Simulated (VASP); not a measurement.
# BaTe (P-6m2) in VASP: further runs

BaTe is run at these levels: PBE; tasks: single point.

Program: VASP 6.6.1. These are calculated values, not measurements. Logs are shortened: lines on timing, memory, paths and dates and some standing lists are left out, and cuts for length are marked.

### Step 1. The cell of the first run

The structure is hexagonal, space group P-6m2 (No. 187). The conventional cell has a = 4.088 Å, b = 4.088 Å, c = 4.720 Å, α = 90.00°, β = 90.00°, γ = 120.00°. Ba (site symmetry -6m2) has 6 Te at 3.34 Å and 6 Ba at 4.09 Å within 4.4 Å. Within 4.4 Å of Te (site symmetry -6m2) lie 6 Ba at 3.34 Å and 6 Te at 4.09 Å.

### Step 2. Single point, PBE

INCAR

```
SYSTEM = BaTe
ALGO = Normal ; EDIFF = 1E-6
ENCUT = 500 ; GGA = PE
GGA_COMPAT = .False. ; ISIF = 2
ISMEAR = 0 ; LASPH = .True.
LCHARG = .False. ; LREAL = .False.
LWAVE = .False. ; NBANDS = 15
NELM = 120 ; PREC = Accurate
SIGMA = 0.1
```

KPOINTS

```
k-points
0
Gamma
  6 6 4
  0 0 0
```

POSCAR

```
BaTe
1.0
    4.0877338100      0.0000000000      0.0000000000
   -2.0438669000      3.5400813200      0.0000000000
    0.0000000000      0.0000000000      4.7200733000
Ba Te
1 1
Direct
    0.3333333300      0.6666666700      0.0000000000
    0.6666666700      0.3333333300      0.5000000000
```

Potentials or basis: VASP PAW PBE potentials, release 64 (Ba_sv, Te).

Launch:

```bash
> cat potpaw_PBE.64/Ba_sv/POTCAR potpaw_PBE.64/Te/POTCAR > POTCAR
> mpirun -np 1 vasp_std > vasp.out
```

OUTCAR:

```text
SYSTEM = BaTe
   EDIFF = 1E-6
   ENCUT = 500
   GGA = PE
   ISIF = 2
   ISMEAR = 0
   LASPH = .True.
   LREAL = .False.
   NELM = 120
   PREC = Accurate

 ion  position               nearest neighbor table
   1  0.333  0.667  0.000-   2 3.34   2 3.34   2 3.34   2 3.34   2 3.34   2 3.34
   2  0.667  0.333  0.500-   1 3.34   1 3.34   1 3.34   1 3.34   1 3.34   1 3.34

  LATTYP: Found a hexagonal cell.
 ALAT       =     4.0877338100
 C/A-ratio  =     1.1546919441

  Lattice vectors:

 A1 = (   4.0877338100,   0.0000000000,   0.0000000000)
 A2 = (  -2.0438669000,   3.5400813200,   0.0000000000)
 A3 = (   0.0000000000,   0.0000000000,   4.7200733000)

Analysis of symmetry for initial positions (statically):
=====================================================================
 Subroutine PRICEL returns:
 Original cell was already a primitive cell.

 Routine SETGRP: Setting up the symmetry group for a
 hexagonal supercell.

 Subroutine GETGRP returns: Found 12 space group operations
 (whereof 12 operations were pure point group operations)
 out of a pool of 24 trial point group operations.

The static configuration has the point symmetry D_3h.

Analysis of symmetry for dynamics (positions and initial velocities):
=====================================================================
 Subroutine PRICEL returns:
 Original cell was already a primitive cell.

 Routine SETGRP: Setting up the symmetry group for a
 hexagonal supercell.

 Subroutine GETGRP returns: Found 12 space group operations
 (whereof 12 operations were pure point group operations)
 out of a pool of 24 trial point group operations.

The dynamic configuration has the point symmetry D_3h.

 Subroutine INISYM returns: Found 12 space group operations
 (whereof 12 operations are pure point group operations),
 and found     1 'primitive' translations

----------------------------------------------------------------------------------------

                                     Primitive cell

  volume of cell :      68.3038

  direct lattice vectors                    reciprocal lattice vectors
     4.087733810  0.000000000  0.000000000     0.244634325  0.141239693  0.000000000
    -2.043866900  3.540081320  0.000000000     0.000000000  0.282479387  0.000000000
     0.000000000  0.000000000  4.720073300     0.000000000  0.000000000  0.211861117

  length of vectors
     4.087733810  4.087733805  4.720073300     0.282479386  0.282479387  0.211861117

  position of ions in fractional coordinates (direct lattice)
     0.333333330  0.666666670  0.000000000
     0.666666670  0.333333330  0.500000000

  ion indices of the primitive-cell ions
   primitive index   ion index
                 1           1
                 2           2

----------------------------------------------------------------------------------------

 KPOINTS: k-points

Automatic generation of k-mesh.
 Grid dimensions read from file:
 generate k-points for:    6    6    4

 Generating k-lattice:

  Cartesian coordinates                     Fractional coordinates (reciprocal lattice)
     0.040772387  0.023539949  0.000000000     0.166666667 -0.000000000  0.000000000
     0.000000000  0.047079898  0.000000000     0.000000000  0.166666667  0.000000000
     0.000000000  0.000000000  0.052965279     0.000000000  0.000000000  0.250000000

  Length of vectors
     0.047079898  0.047079898  0.052965279

  Shift w.r.t. Gamma in fractional coordinates (k-lattice)
     0.000000000  0.000000000  0.000000000

 Subroutine IBZKPT returns following result:
 ===========================================

 Found     21 irreducible k-points:

 Following reciprocal coordinates:
            Coordinates               Weight
  0.000000  0.000000  0.000000      1.000000
  0.166667  0.000000  0.000000      6.000000
  0.333333  0.000000  0.000000      6.000000
  0.500000  0.000000  0.000000      3.000000
  0.166667  0.166667  0.000000      6.000000
  0.333333  0.166667  0.000000     12.000000
[... 13 lines left out ...]
  0.333333  0.166667  0.500000     12.000000
  0.333333  0.333333  0.500000      2.000000
   k-points           NKPTS =     21   k-points in BZ     NKDIM =     21   number of bands    NBANDS=     15
   number of dos      NEDOS =    301   number of ions     NIONS =      2
   total plane-waves  NPLWV =  32400
   dimension x,y,z NGX =    30 NGY =   30 NGZ =   36
   dimension x,y,z NGXF=    60 NGYF=   60 NGZF=   72
   ions per type =               1   1
   NGX,Y,Z   is equivalent  to a cutoff of  12.20, 12.20, 12.68 a.u.
   NGXF,Y,Z  is equivalent  to a cutoff of  24.40, 24.40, 25.36 a.u.
 SYSTEM =  BaTe
   PREC   = accura    normal or accurate (medium, high low for compatibility)
   ISTART =      0    job   : 0-new  1-cont  2-samecut
   ICHARG =      2    charge: 1-file 2-atom 10-const
   ISPIN  =      1    spin polarized calculation?
   LNONCOLLINEAR =      F non collinear calculations
   LSORBIT =      F    spin-orbit coupling
   LASPH  =      T    aspherical Exc in radial PAW
   ENCUT  =  500.0 eV  36.75 Ry    6.06 a.u.   7.45  7.45  8.61*2*pi/ulx,y,z
   NELM   =    120;   NELMIN=  2; NELMDL= -5     # of ELM steps
   EDIFF  = 0.1E-05   stopping-criterion for ELM
   LREAL  =      F    real-space projection
   EDIFFG = 0.1E-04   stopping-criterion for IOM
   NSW    =      0    number of steps for IOM
   IBRION =     -1    ionic relax: 0-MD 1-quasi-New 2-CG
   NFREE  =      0    steps in history (QN), initial steepest desc. (CG)
   ISIF   =      2    stress and relaxation
   ISYM   =      2    0-nonsym 1-usesym 2-fastsym
   POTIM  = 0.5000    time-step for ionic-motion
   TEBEG  =    0.0;   TEEND  =   0.0 temperature during run
   PSTRESS=    0.0 pullay stress
   NELECT =      16.0000    total number of electrons
   NUPDOWN=      -1.0000    fix difference up-down
   EMIN   =  10.00;   EMAX   =-10.00  energy-range for DOS
   EFERMI =   0.00;   METHOD = LEGACY
   ISMEAR =     0;   SIGMA  =   0.10  broadening in eV -4-tet -1-fermi 0-gaus
   EFERMI_NEDOS =   21; number of points for ismear=-14 and -15
   IALGO  =     38    algorithm
   IMIX   =      4    mixing-type and parameters
     AMIX     =   0.40;   BMIX     =  1.00
     AMIX_MAG =   1.60;   BMIX_MAG =  1.00
  volume/ion in A,a.u.               =      34.15       230.47
  Fermi-wavevector in a.u.,A,eV,Ry     =   1.009175  1.907065 13.856648  1.018435
  Thomas-Fermi vector in A             =   2.142088
   LORBIT       =      0    0 simple, 1 ext, 2 COOP (PROOUT), +10 PAW based schemes
   GGA     = PE    functional components
   LHFCALC =     F    Hartree Fock is set to
   AEXX    =    0.0000 exact exchange contribution
   IVDW    =     0    specifies the selected vdW correction
   LEPSILON=     F    determine dielectric tensor
   LRPA    =     F    only Hartree local field effects (RPA)
 non-spin polarized calculation
 Gauss-broadening in eV      SIGMA  =   0.10
  energy-cutoff  :      500.00
  volume of cell :       68.30
 maximum number of plane-waves:      1763
 NGX is ok and might be reduce to    30
   NGX = 15   NGY = 15   NGZ = 17

 number of electron      16.0000000 magnetization

 Free energy of the ion-electron system (eV)
  ---------------------------------------------------
  ext. energy  EPLUGINS =         0.00000000
  ---------------------------------------------------
  free energy    TOTEN  =        -7.49896167 eV

  energy without entropy =       -7.49780605  energy(sigma->0) =       -7.49838386

 E-fermi :   4.7019     XC(G=0):  -9.2297

 val. band max:        4.6733682427   @ k =   0.0000   0.0000   0.5000
 cond. band min:       5.1376871658   @ k =   0.5000   0.0000   0.0000
 fundamental gap:      0.4643189231
 Fermi energy:         4.7018959898

 k-point     1 :       0.0000    0.0000    0.0000
  band No.  band energies     occupation
      1     -23.0353      2.00000
      2      -8.2619      2.00000
      3      -8.0148      2.00000
      4      -8.0148      2.00000
      5      -6.0145      2.00000
      6       3.6863      2.00000
      7       4.3999      1.99998
      8       4.3999      1.99998
      9       4.6598      1.44827
     10       8.3889      0.00000
     11       8.8369      0.00000
     12       8.8369      0.00000
     13       9.4020      0.00000
     14       9.4020      0.00000
     15      12.0011      0.00000

 k-point     2 :       0.1667    0.0000    0.0000
  band No.  band energies     occupation
      1     -23.0119      2.00000
      2      -8.3605      2.00000
      3      -8.2079      2.00000
      4      -8.0695      2.00000
      5      -5.6744      2.00000
      6       3.3298      2.00000
      7       3.3386      2.00000
      8       4.4596      1.99939
      9       5.1980      0.00000
     10       7.8541      0.00000
     11       8.9936      0.00000
     12       9.1011      0.00000
     13       9.6000      0.00000
     14       9.7552      0.00000
     15      12.0192      0.00000

 k-point     3 :       0.3333    0.0000    0.0000
  band No.  band energies     occupation
      1     -22.9645      2.00000
      2      -8.8943      2.00000
      3      -8.1754      2.00000
      4      -8.0962      2.00000
      5      -5.0906      2.00000
      6       1.9417      2.00000
      7       2.7235      2.00000
      8       4.4680      1.99906
      9       5.4567      0.00000
     10       8.1104      0.00000
     11       8.6287      0.00000
     12       9.3188      0.00000
     13       9.9346      0.00000
     14      10.3049      0.00000
     15      13.5898      0.00000
[... 289 lines left out ...]
 k-point    20 :       0.3333    0.1667    0.5000
  band No.  band energies     occupation
      1     -22.9309      2.00000
      2      -8.7860      2.00000
      3      -8.3550      2.00000
      4      -8.3154      2.00000
      5      -5.1852      2.00000
      6       1.9758      2.00000
      7       2.5103      2.00000
      8       3.4920      2.00000
      9       6.4510      0.00000
     10       9.2781      0.00000
     11       9.4120      0.00000
     12      10.3884      0.00000
     13      11.4269      0.00000
     14      11.8298      0.00000
     15      11.8921      0.00000

 k-point    21 :       0.3333    0.3333    0.5000
  band No.  band energies     occupation
      1     -22.9193      2.00000
      2      -8.6814      2.00000
      3      -8.5672      2.00000
      4      -8.2509      2.00000
      5      -5.2644      2.00000
      6       1.5917      2.00000
      7       2.7608      2.00000
      8       3.4606      2.00000
      9       6.9205      0.00000
     10       9.6939      0.00000
     11       9.7091      0.00000
     12      10.3536      0.00000
     13      10.6635      0.00000
     14      11.5457      0.00000
     15      12.5345      0.00000

------------------------ aborting loop because EDIFF is reached ----------------------------------------

  FORCE on cell =-STRESS in cart. coord.  units (eV):
  Direction    XX          YY          ZZ          XY          YZ          ZX
  --------------------------------------------------------------------------------------
  -------------------------------------------------------------------------------------
  Total        5.5439572      5.5439572      0.9929006      0.0000000     -0.0000000      0.0000000
  in kB      130.0426657    130.0426654     23.2901214      0.0000002     -0.0000000      0.0000000
  external PRESSURE =      94.4584842 kB  Pullay stress =       0.0000000 kB

 VOLUME and BASIS-vectors are now :
 -----------------------------------------------------------------------------
  energy-cutoff  :      500.00
  volume of cell :       68.30
      direct lattice vectors                 reciprocal lattice vectors
     4.087733810  0.000000000  0.000000000     0.244634325  0.141239693  0.000000000
    -2.043866900  3.540081320  0.000000000     0.000000000  0.282479387  0.000000000
     0.000000000  0.000000000  4.720073300     0.000000000  0.000000000  0.211861117

 POSITION                                       TOTAL-FORCE (eV/Angst)
 -----------------------------------------------------------------------------------
     -0.00000      2.36005      0.00000        -0.000000      0.000000      0.000000
      2.04387      1.18003      2.36004         0.000000      0.000000      0.000000
 -----------------------------------------------------------------------------------
    total drift:                                0.000005     -0.000003     -0.000000

  FREE ENERGIE OF THE ION-ELECTRON SYSTEM (eV)
  ---------------------------------------------------
  free  energy   TOTEN  =        -7.4989616687 eV

  energy  without entropy=       -7.4978060499  energy(sigma->0) =       -7.49838386
```

Run time: 11 s. Hardware: 1 thread of AMD EPYC 9R45 (Zen 5), shared host; peak memory 0.15 GiB.

What came out:

- Free energy: -7.4990 eV
- Pressure: 9.4 GPa
- Band gap on the k mesh: zero (band 8 reaches 4.67 eV, above the bottom of band 9 at 4.66 eV)

Caveat: spin-orbit coupling is left out, which moves the levels of the heavy elements.

### Step 3. Single point, PBE

This run uses another cell than the first one, of 44.01 Å³/atom, 1.289 times its volume.

INCAR

```
SYSTEM = BaTe
PREC = Accurate
ENCUT = 500
EDIFF = 1E-6
ISMEAR = 0
SIGMA = 0.1
LREAL = .FALSE.
LASPH = .TRUE.
NELM = 120
ALGO = Normal
ISIF = 2
LWAVE = .FALSE.
LCHARG = .FALSE.
GGA = PE
NBANDS = 15
GGA_COMPAT = .FALSE.
```

KPOINTS

```
Automatic mesh
0
G
  6 6 4
  0 0 0
```

POSCAR

```
BaTe
1.0
    4.7969861601     -0.0000000034      0.0000000000
   -2.3984930771      4.1543118779      0.0000000000
    0.0000000000      0.0000000000      4.4166640477
Ba Te
1 1
Direct
    0.3333333333      0.6666666667      0.0000000000
    0.6666666667      0.3333333333      0.5000000000
```

Potentials or basis: VASP PAW PBE potentials, release 64 (Ba_sv, Te).

Launch:

```bash
> cat potpaw_PBE.64/Ba_sv/POTCAR potpaw_PBE.64/Te/POTCAR > POTCAR
> mpirun -np 1 vasp_std > vasp.out
```

It took 13 s on 1 thread of AMD EPYC 9R45 (Zen 5), shared host; peak memory 0.17 GiB.

The run converged. Its results:

```yaml
Free_energy: -8.3833 eV
Pressure: 0.4 GPa
Band_gap_on_the_k_mesh: 1.47 eV, direct
```

Levels at points of the mesh, in eV from the valence-band top:
| k point | band 5 | band 6 | band 7 | band 8 | band 9 | band 10 | band 11 | band 12 |
| --- | --- | --- | --- | --- | --- | --- | --- | --- |
| (0.00, 0.00, 0.00) | -9.73 | -0.70 | -0.70 | 0.00 | 1.47 | 2.43 | 4.54 | 4.54 |
| (0.50, 0.00, 0.00) | -9.20 | -2.23 | -0.56 | -0.49 | 1.63 | 4.28 | 4.53 | 4.85 |
| (0.00, 0.00, 0.50) | -9.01 | -2.61 | -0.48 | -0.48 | 2.94 | 2.94 | 3.81 | 3.81 |
| (0.50, 0.00, 0.50) | -9.30 | -1.85 | -1.46 | -1.13 | 2.53 | 4.05 | 5.13 | 5.75 |

Caveat: spin-orbit coupling is left out, which moves the levels of the heavy elements.

### Step 4. Single point, PBE (volume scaled by 0.97, then relaxed in part)

INCAR

```
  PREC = Accurate
  ENCUT = 500
  EDIFF = 1E-6
  ISMEAR = 0
  SIGMA = 0.02
  LREAL = False
  LASPH = True
  NELM = 120
  ALGO = Normal
  ISIF = 2
  LWAVE = False
  LCHARG = False
  GGA = PE
  NBANDS = 15
  GGA_COMPAT = False
```

KPOINTS

```
Automatic mesh
0
Gamma
  6 6 6
```

POSCAR

```
BaTe
1.0
    4.7517062959      0.0000000000      0.0000000000
   -2.3758531480      4.1150983636      0.0000000000
    0.0000000000      0.0000000000      4.3794352679
Ba Te
1 1
Direct
    0.3333333333      0.6666666667      0.0000000000
    0.6666666667      0.3333333333      0.5000000000
```

Launch:

```bash
> cat potpaw_PBE.64/Ba_sv/POTCAR potpaw_PBE.64/Te/POTCAR > POTCAR
> mpirun -np 1 vasp_std > vasp.out
```

Wall time 16 s (1 thread of AMD EPYC 9R45 (Zen 5), shared host); peak memory 0.18 GiB.

The run converged. Its results:

- Free energy: -8.3781 eV
- Pressure: 1.2 GPa
- Band gap on the k mesh: 1.42 eV, direct

Stress tensor (GPa, compression positive):
```
1.21 0.00 0.00
0.00 1.21 0.00
0.00 0.00 1.30
```

Levels at points of the mesh, in eV from the valence-band top:
| k point | band 6 | band 7 | band 8 | band 9 | band 10 | band 11 |
| --- | --- | --- | --- | --- | --- | --- |
| (0.00, 0.00, 0.00) | -0.74 | -0.74 | 0.00 | 1.42 | 2.50 | 4.60 |
| (0.50, 0.00, 0.00) | -2.31 | -0.60 | -0.51 | 1.58 | 4.32 | 4.61 |
| (0.00, 0.00, 0.50) | -2.70 | -0.51 | -0.51 | 2.94 | 2.94 | 3.82 |
| (0.50, 0.00, 0.50) | -1.91 | -1.51 | -1.20 | 2.54 | 4.11 | 5.21 |

Caveat: the cell differs from its parent crystal (volume scaled by 0.97, then relaxed in part); spin-orbit coupling is left out, which moves the levels of the heavy elements. A k mesh can miss the band edges.

(Part 1 of 2 ends here.)
